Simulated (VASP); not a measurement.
# W (Fm-3m) in VASP: a series of runs

The runs below take W through single point, with LDA.

Everything below comes from runs of VASP 6.6.1. Logs are shortened: lines on timing, memory, paths and dates and some standing lists are left out, and cuts for length are marked.

## 1. The cell of the first run

Symmetry: Fm-3m, No. 225, cubic system. Conventional cell: a = 4.060 Å, b = 4.060 Å, c = 4.060 Å, α = 90.00°, β = 90.00°, γ = 90.00°. W (site symmetry m-3m) has 12 W at 2.87 Å within 3.8 Å.

## 2. Single point, LDA

Input file INCAR:

```
SYSTEM = W
PREC = Accurate ; ENCUT = 520
EDIFF = 1E-6 ; ISMEAR = 0
SIGMA = 0.15 ; LREAL = .FALSE.
LASPH = .TRUE. ; NELM = 60
ALGO = Normal ; ISIF = 2
LWAVE = .FALSE. ; LCHARG = .TRUE.
LELF = .TRUE. ; LVHAR = .TRUE.
NBANDS = 13
```

Input file KPOINTS:

```
Automatic mesh
0
G
  20 20 20
  0 0 0
```

Input file POSCAR:

```
W
1.0
    0.0000000000      2.0300000000      2.0300000000
    2.0300000000      0.0000000000      2.0300000000
    2.0300000000      2.0300000000      0.0000000000
W
1
Direct
    0.0000000000      0.0000000000      0.0000000000
```

Potentials or basis: VASP PAW LDA potentials, release 64 (W_sv).

Started as:

```sh
$ cat potpaw_LDA.64/W_sv/POTCAR > POTCAR
$ mpirun -np 1 vasp_std > vasp.out
```

OUTCAR:

```text
SYSTEM = W
   PREC = Accurate
   ENCUT = 520
   EDIFF = 1E-6
   ISMEAR = 0
   LREAL = .FALSE.
   LASPH = .TRUE.
   NELM = 60
   ISIF = 2

 ion  position               nearest neighbor table
   1  0.000  0.000  0.000-

  LATTYP: Found a face centered cubic cell.
 ALAT       =     4.0600000000

  Lattice vectors:

 A1 = (   0.0000000000,   2.0300000000,   2.0300000000)
 A2 = (   2.0300000000,   0.0000000000,   2.0300000000)
 A3 = (   2.0300000000,   2.0300000000,   0.0000000000)

Analysis of symmetry for initial positions (statically):
=====================================================================
 Subroutine PRICEL returns:
 Original cell was already a primitive cell.

 Routine SETGRP: Setting up the symmetry group for a
 face centered cubic supercell.

 Subroutine GETGRP returns: Found 48 space group operations
 (whereof 48 operations were pure point group operations)
 out of a pool of 48 trial point group operations.

The static configuration has the point symmetry O_h .

Analysis of symmetry for dynamics (positions and initial velocities):
=====================================================================
 Subroutine PRICEL returns:
 Original cell was already a primitive cell.

 Routine SETGRP: Setting up the symmetry group for a
 face centered cubic supercell.

 Subroutine GETGRP returns: Found 48 space group operations
 (whereof 48 operations were pure point group operations)
 out of a pool of 48 trial point group operations.

The dynamic configuration has the point symmetry O_h .

 Subroutine INISYM returns: Found 48 space group operations
 (whereof 48 operations are pure point group operations),
 and found     1 'primitive' translations

----------------------------------------------------------------------------------------

                                     Primitive cell

  volume of cell :      16.7309

  direct lattice vectors                    reciprocal lattice vectors
     0.000000000  2.030000000  2.030000000    -0.246305419  0.246305419  0.246305419
     2.030000000  0.000000000  2.030000000     0.246305419 -0.246305419  0.246305419
     2.030000000  2.030000000  0.000000000     0.246305419  0.246305419 -0.246305419

  length of vectors
     2.870853532  2.870853532  2.870853532     0.426613499  0.426613499  0.426613499

  position of ions in fractional coordinates (direct lattice)
     0.000000000  0.000000000  0.000000000

  ion indices of the primitive-cell ions
   primitive index   ion index
                 1           1

----------------------------------------------------------------------------------------

 KPOINTS: Automatic mesh

Automatic generation of k-mesh.
 Grid dimensions read from file:
 generate k-points for:   20   20   20

 Generating k-lattice:

  Cartesian coordinates                     Fractional coordinates (reciprocal lattice)
    -0.012315271  0.012315271  0.012315271     0.050000000  0.000000000  0.000000000
     0.012315271 -0.012315271  0.012315271     0.000000000  0.050000000  0.000000000
     0.012315271  0.012315271 -0.012315271     0.000000000  0.000000000  0.050000000

  Length of vectors
     0.021330675  0.021330675  0.021330675

  Shift w.r.t. Gamma in fractional coordinates (k-lattice)
     0.000000000  0.000000000  0.000000000

 Subroutine IBZKPT returns following result:
 ===========================================

 Found    256 irreducible k-points:

 Following reciprocal coordinates:
            Coordinates               Weight
  0.000000  0.000000  0.000000      1.000000
  0.050000  0.000000  0.000000      8.000000
  0.100000  0.000000  0.000000      8.000000
  0.150000  0.000000  0.000000      8.000000
  0.200000  0.000000  0.000000      8.000000
  0.250000  0.000000  0.000000      8.000000
[... 16 lines left out ...]
 -0.400000  0.050000  0.000000     24.000000
 -0.350000  0.050000  0.000000     24.000000
 [... further k-points ...]
   k-points           NKPTS =    256   k-points in BZ     NKDIM =    256   number of bands    NBANDS=     13
   number of dos      NEDOS =    301   number of ions     NIONS =      1
   total plane-waves  NPLWV =  13824
   dimension x,y,z NGX =    24 NGY =   24 NGZ =   24
   dimension x,y,z NGXF=    48 NGYF=   48 NGZF=   48
   ions per type =               1
   NGX,Y,Z   is equivalent  to a cutoff of  13.90, 13.90, 13.90 a.u.
   NGXF,Y,Z  is equivalent  to a cutoff of  27.80, 27.80, 27.80 a.u.
 SYSTEM =  W
   PREC   = accura    normal or accurate (medium, high low for compatibility)
   ISTART =      0    job   : 0-new  1-cont  2-samecut
   ICHARG =      2    charge: 1-file 2-atom 10-const
   ISPIN  =      1    spin polarized calculation?
   LNONCOLLINEAR =      F non collinear calculations
   LSORBIT =      F    spin-orbit coupling
   LASPH  =      T    aspherical Exc in radial PAW
   ENCUT  =  520.0 eV  38.22 Ry    6.18 a.u.   5.34  5.34  5.34*2*pi/ulx,y,z
   NELM   =     60;   NELMIN=  2; NELMDL= -5     # of ELM steps
   EDIFF  = 0.1E-05   stopping-criterion for ELM
   LREAL  =      F    real-space projection
   EDIFFG = 0.1E-04   stopping-criterion for IOM
   NSW    =      0    number of steps for IOM
   IBRION =     -1    ionic relax: 0-MD 1-quasi-New 2-CG
   NFREE  =      0    steps in history (QN), initial steepest desc. (CG)
   ISIF   =      2    stress and relaxation
   ISYM   =      2    0-nonsym 1-usesym 2-fastsym
   POTIM  = 0.5000    time-step for ionic-motion
   TEBEG  =    0.0;   TEEND  =   0.0 temperature during run
   PSTRESS=    0.0 pullay stress
   NELECT =      14.0000    total number of electrons
   NUPDOWN=      -1.0000    fix difference up-down
   EMIN   =  10.00;   EMAX   =-10.00  energy-range for DOS
   EFERMI =   0.00;   METHOD = LEGACY
   ISMEAR =     0;   SIGMA  =   0.15  broadening in eV -4-tet -1-fermi 0-gaus
   EFERMI_NEDOS =   21; number of points for ismear=-14 and -15
   IALGO  =     38    algorithm
   IMIX   =      4    mixing-type and parameters
     AMIX     =   0.40;   BMIX     =  1.00
     AMIX_MAG =   1.60;   BMIX_MAG =  1.00
  volume/ion in A,a.u.               =      16.73       112.91
  Fermi-wavevector in a.u.,A,eV,Ry     =   1.542688  2.915258 32.380324  2.379887
  Thomas-Fermi vector in A             =   2.648457
   LORBIT       =      0    0 simple, 1 ext, 2 COOP (PROOUT), +10 PAW based schemes
   GGA     = CA    functional components
   LHFCALC =     F    Hartree Fock is set to
   AEXX    =    0.0000 exact exchange contribution
   IVDW    =     0    specifies the selected vdW correction
   LEPSILON=     F    determine dielectric tensor
   LRPA    =     F    only Hartree local field effects (RPA)
 non-spin polarized calculation
 Gauss-broadening in eV      SIGMA  =   0.15
  energy-cutoff  :      520.00
  volume of cell :       16.73
 maximum number of plane-waves:       465
 NGX is ok and might be reduce to    24
   NGX = 11   NGY = 11   NGZ = 11

 number of electron      14.0000002 magnetization

 Free energy of the ion-electron system (eV)
  ---------------------------------------------------
  ext. energy  EPLUGINS =         0.00000000
  ---------------------------------------------------
  free energy    TOTEN  =       -13.56562300 eV

  energy without entropy =      -13.54994920  energy(sigma->0) =      -13.55778610

 E-fermi :  10.0832     XC(G=0): -13.5185

 val. band max:       10.0775368130   @ k =   0.2500   0.1500   0.0500
 cond. band min:      10.0856434697   @ k =   0.2000   0.1000   0.0500
 fundamental gap:      0.0081066567
 Fermi energy:        10.0831803462

 k-point     1 :       0.0000    0.0000    0.0000
  band No.  band energies     occupation
      1     -63.1715      2.00000
      2     -27.0729      2.00000
      3     -27.0729      2.00000
      4     -27.0729      2.00000
      5       1.2851      2.00000
      6       9.5270      2.00000
      7       9.5270      2.00000
      8       9.5270      2.00000
      9      12.5295      0.00000
     10      12.5295      0.00000
     11      22.9404      0.00000
     12      27.9946      0.00000
     13      27.9946      0.00000

 k-point     2 :       0.0500    0.0000    0.0000
  band No.  band energies     occupation
      1     -63.1690      2.00000
      2     -27.1015      2.00000
      3     -27.0766      2.00000
      4     -27.0766      2.00000
      5       1.3934      2.00000
      6       9.4444      2.00000
      7       9.5780      2.00000
      8       9.5780      2.00000
      9      12.4832      0.00000
     10      12.4832      0.00000
     11      23.1576      0.00000
     12      27.5012      0.00000
     13      28.1965      0.00000

 k-point     3 :       0.1000    0.0000    0.0000
  band No.  band energies     occupation
      1     -63.1620      2.00000
      2     -27.1839      2.00000
      3     -27.0872      2.00000
      4     -27.0872      2.00000
      5       1.7092      2.00000
      6       9.2246      2.00000
      7       9.7152      1.99948
      8       9.7152      1.99948
      9      12.3721      0.00000
     10      12.3721      0.00000
     11      23.7574      0.00000
     12      26.4992      0.00000
     13      28.7861      0.00000
[... 305 lines left out ...]
 k-point    23 :      -0.4000    0.0500    0.0000
  band No.  band energies     occupation
      1     -63.0767      2.00000
      2     -28.0897      2.00000
      3     -27.2376      2.00000
      4     -27.2077      2.00000
      5       4.6758      2.00000
      6       9.2869      2.00000
      7       9.4653      2.00000
      8      10.0303      1.38212
      9      14.2588      0.00000
     10      14.9582      0.00000
     11      20.7342      0.00000
     12      23.4787      0.00000
     13      28.9202      0.00000

 k-point    24 :      -0.3500    0.0500    0.0000
  band No.  band energies     occupation
      1     -63.0865      2.00000
      2     -27.9894      2.00000
      3     -27.2265      2.00000
      4     -27.1895      2.00000
      5       4.5534      2.00000
      6       9.2990      2.00000
      7       9.4888      2.00000
      8       9.6075      1.99999
      9      13.6135      0.00000
     10      14.4627      0.00000
     11      21.4810      0.00000
     12      24.5782      0.00000
     13      29.8669      0.00000

 [... further k-points ...]

------------------------ aborting loop because EDIFF is reached ----------------------------------------

  FORCE on cell =-STRESS in cart. coord.  units (eV):
  Direction    XX          YY          ZZ          XY          YZ          ZX
  --------------------------------------------------------------------------------------
  -------------------------------------------------------------------------------------
  Total       -1.7179650     -1.7179650     -1.7179650      0.0000000     -0.0000000      0.0000000
  in kB     -164.5154863   -164.5154863   -164.5154863      0.0000000     -0.0000000      0.0000000
  external PRESSURE =    -164.5154863 kB  Pullay stress =       0.0000000 kB

 VOLUME and BASIS-vectors are now :
 -----------------------------------------------------------------------------
  energy-cutoff  :      520.00
  volume of cell :       16.73
      direct lattice vectors                 reciprocal lattice vectors
     0.000000000  2.030000000  2.030000000    -0.246305419  0.246305419  0.246305419
     2.030000000  0.000000000  2.030000000     0.246305419 -0.246305419  0.246305419
     2.030000000  2.030000000  0.000000000     0.246305419  0.246305419 -0.246305419

 POSITION                                       TOTAL-FORCE (eV/Angst)
 -----------------------------------------------------------------------------------
      0.00000      0.00000      0.00000         0.000000      0.000000      0.000000
 -----------------------------------------------------------------------------------
    total drift:                               -0.000000      0.000000      0.000000

  FREE ENERGIE OF THE ION-ELECTRON SYSTEM (eV)
  ---------------------------------------------------
  free  energy   TOTEN  =       -13.5656229961 eV

  energy  without entropy=      -13.5499491980  energy(sigma->0) =      -13.55778610
```

Run time: 40 s. Hardware: 1 thread of Intel Xeon 8259CL, shared host; peak memory 0.17 GiB.

What came out:

| Item | Value |
| --- | --- |
| Free energy | -13.5656 eV |
| Pressure | -16.5 GPa |
| Band gap on the k mesh | zero (band 7 reaches 13.17 eV, above the bottom of band 8 at 9.53 eV) |

Caveat: spin-orbit coupling is left out, which moves the levels of the heavy elements.

## 3. Single point, LDA

Input file INCAR:

```
  PREC = Accurate
  ENCUT = 520
  EDIFF = 1E-6
  ISMEAR = 0
  SIGMA = 0.15
  LREAL = False
  LASPH = True
  NELM = 80
  ALGO = Fast
  ISIF = 2
  LWAVE = False
  LCHARG = False
  NBANDS = 13
```

Input file KPOINTS:

```
Automatic mesh
0
Gamma
  22 22 22
```

POSCAR is that of step 2.

Potentials or basis: VASP PAW LDA potentials, release 64 (W_sv).

Started as:

```sh
$ cat potpaw_LDA.64/W_sv/POTCAR > POTCAR
$ mpirun -np 1 vasp_std > vasp.out
```

Wall time 76 s (1 thread of Intel Xeon 8259CL, shared host); peak memory 0.18 GiB.

Results (log left out):

```
Free energy            : -13.5675 eV
Pressure               : -16.5 GPa
Band gap on the k mesh : zero (band 7 reaches 13.17 eV, above the bottom of band 8 at 9.53 eV)
```

Levels at points of the mesh, in eV from the Fermi level:
```
           k point  band 3  band 4  band 5  band 6  band 7  band 8  band 9  band 10  band 11  band 12
(0.00, 0.00, 0.00)  -37.16  -37.16   -8.80   -0.56   -0.56   -0.56    2.44     2.44    12.85    17.91
(0.50, 0.00, 0.00)  -37.31  -37.31   -5.47   -0.79   -0.79    0.73    4.87     4.87    10.00    12.48
(0.50, 0.50, 0.00)  -37.56  -37.56   -5.35   -4.40    3.08    4.81    5.60     5.60    11.64    11.64
```

Caveat: spin-orbit coupling is left out, which moves the levels of the heavy elements.
